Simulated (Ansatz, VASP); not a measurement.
# CdTe in VASP and in Ansatz

```xyz
2
Lattice="0.0000 3.2046 3.2046 3.2046 0.0000 3.2046 3.2046 3.2046 0.0000" Properties=species:S:1:pos:R:3 pbc="T T T"
Cd    0.0000    0.0000    0.0000
Te    1.6023    1.6023    1.6023
```

Alike in both runs: task single point; functional LDA; k mesh 8 × 8 × 8; occupations gaussian, width 0.02 eV; no spin polarisation.

```csv
,VASP,Ansatz
version,VASP 6.6.1,Ansatz 0.2.0
potentials or method,"VASP PAW LDA potentials, release 64 (Cd, Te), cutoff 500 eV","scalar-relativistic, plane waves, PAW"
valence electrons in the cell,18,36
```

```csv
,VASP,Ansatz,Ansatz less VASP
gap on the k mesh at the Fermi level (eV),0.65,0.61,-0.042
least direct gap on the mesh (eV),0.65,0.61,-0.042
pressure (GPa),0.3,0.0,-0.27
```

LDA's correlation is that of Perdew and Zunger in VASP and of Perdew and Wang (1992) in Ansatz. VASP's potentials hold 18 valence electrons a cell and Ansatz's 36, so a difference there can come from the potentials and not from the codes.

Spin-orbit coupling is off throughout.
